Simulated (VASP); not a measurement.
Input of a VASP 6.6.1 run:

The input INCAR:

```
SYSTEM = Pd
  PREC = Accurate
  ENCUT = 540
  EDIFF = 1E-6
  ISMEAR = -1
  SIGMA = 0.15
  LREAL = .False.
  LASPH = .True.
  NELM = 120
  ALGO = Normal
  ISIF = 2
  LWAVE = .False.
  LCHARG = .False.
  GGA = PE
  NBANDS = 15
  GGA_COMPAT = .False.
```

The input KPOINTS:

```
Automatic mesh
0
Gamma
  4 4 4
  0 0 0
```

The input POSCAR:

```
Pd
1.0
    0.0000000000      1.9704000000      1.9704000000
    1.9704000000      0.0000000000      1.9704000000
    1.9704000000      1.9704000000      0.0000000000
Pd
1
Direct
    0.0000000000      0.0000000000      0.0000000000
```

Potentials or basis: VASP PAW PBE potentials, release 64 (Pd_sv_GW).

Run with:

```bash
$ cat potpaw_PBE.64/Pd_sv_GW/POTCAR > POTCAR
$ mpirun -np 1 vasp_std > vasp.out
```

**Question.** What does it give for the band gap on the k mesh?

**Answer.** Zero (band 9 reaches 8.29 eV, above the bottom of band 10 at 6.85 eV).

**Question.** What does it give for the pressure?

**Answer.** -2.3 GPa.

Caveat: the k points lie up to 0.69 Å⁻¹ apart.
